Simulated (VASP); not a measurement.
# Sn: relaxation of the atoms with PBE

System: Sn, a slab with vacuum.

```
Sn
1.0
     4.70646    0.00000    0.00000
    -2.35323    4.07592    0.00000
     0.00000    0.00000   20.80350
Sn
4
Cartesian
  0.0000 1.3586 8.0000
  0.0000 4.0759 8.9607
  0.0000 4.0759 11.8428
  2.3532 2.7173 12.8035
```

```json
{"Program": "VASP 6.6.1", "Task": "relaxation of the atoms", "Functional": "PBE", "Potentials or basis": "VASP PAW PBE potentials, release 64 (Sn_d)", "Cutoff": "520 eV", "k mesh": "6 × 6 × 1", "Occupations": "fermi-dirac, width 0.02 eV", "Spin": "no spin polarisation", "Dipole correction": "yes", "Further INCAR settings": "ALGO = Normal; EDIFF = 1e-06; IBRION = 2; EDIFFG = -0.01; NSW = 60"}
```

```json
{"Energy gained by relaxing": "4.2 meV/atom", "Ionic steps": "9", "Largest force after relaxing": "0.005 eV/Å", "Band gap on the k mesh": "zero (bands 28 and 29 overlap by 0.10 eV)"}
```

Forces on the atoms (eV/Å):
```
Sn   0.000  0.000 -0.005
Sn   0.000  0.000 -0.004
Sn   0.000  0.000  0.004
Sn   0.000  0.000  0.005
```

The path:
| step | energy change (eV) | largest force (eV/Å) | pressure (GPa) |
| --- | --- | --- | --- |
| 1 | 0.0000 | 0.3626 | -0.05 |
| 2 | -0.0098 | 0.1991 | -0.05 |
| 3 | -0.0147 | 0.0600 | -0.04 |
| 4 | -0.0147 | 0.0639 | -0.03 |
| 5 | -0.0148 | 0.0652 | -0.03 |
| 6 | -0.0153 | 0.0545 | -0.05 |
| 7 | -0.0164 | 0.0310 | -0.08 |
| 8 | -0.0168 | 0.0235 | -0.15 |
| 9 | -0.0169 | 0.0045 | -0.13 |

Final structure:
```
CELL_PARAMETERS angstrom
4.70646 0.00000 0.00000
-2.35323 4.07592 0.00000
0.00000 0.00000 20.80350
ATOMIC_POSITIONS crystal
Sn 0.16667 0.33333 0.38334
Sn 0.50000 0.00000 0.42820
Sn 0.50000 0.00000 0.57180
Sn 0.83333 0.66667 0.61666
```

Levels at points of the mesh, in eV from the Fermi level:
```csv
k point,band 24,band 25,band 26,band 27,band 28,band 29,band 30,band 31,band 32,band 33
"(0.00, 0.00, 0.00)",-2.24,-0.45,-0.45,0.04,0.04,0.18,0.65,1.39,2.95,2.95
"(0.50, 0.00, 0.00)",-5.85,-1.93,-1.64,-1.10,-0.97,0.53,1.35,1.47,2.42,4.45
```

Run time: 15 min on 1 thread of Oxide Virtual Turin-like Processor (shared host), peak memory 0.47 GiB.

Caveat: spin-orbit coupling is left out, which moves the levels of the heavy elements.
